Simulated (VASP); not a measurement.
Wanted: the native input for a VASP 6.6.1 run.

```
Task                   : single point
Functional             : LDA
Potentials or basis    : VASP PAW LDA potentials, release 64 (Li_sv)
Cutoff                 : 520 eV
k mesh                 : 11 × 11 × 11
Occupations            : fermi-dirac, width 0.05 eV
Spin                   : no spin polarisation
Dipole correction      : no
Further INCAR settings : ALGO = Fast; EDIFF = 1e-06; NBANDS = 8
```

The structure of Li lies in POSCAR:

```
Li
1.0
   -1.7546500000      1.7546500000      1.7546500000
    1.7546500000     -1.7546500000      1.7546500000
    1.7546500000      1.7546500000     -1.7546500000
Li
1
Direct
    0.0000000000      0.0000000000      0.0000000000
```

These files were run (other wordings do the same):

INCAR

```
ALGO = Fast ; EDIFF = 1E-6
ENCUT = 520 ; ISIF = 2
ISMEAR = -1 ; LASPH = T
LCHARG = F ; LREAL = F
LWAVE = F ; NBANDS = 8
NELM = 80 ; PREC = Accurate
SIGMA = 0.05
```

KPOINTS

```
k-points
0
Gamma
  11 11 11
```

Potentials or basis: VASP PAW LDA potentials, release 64 (Li_sv).

Command:

```bash
$ cat potpaw_LDA.64/Li_sv/POTCAR > POTCAR
$ mpirun -np 1 vasp_std > vasp.out
```

It took 2.9 s on 1 thread of Intel(R) Xeon(R) 6975P-C (Granite Rapids), with other jobs on the host, peak memory 0.11 GiB.
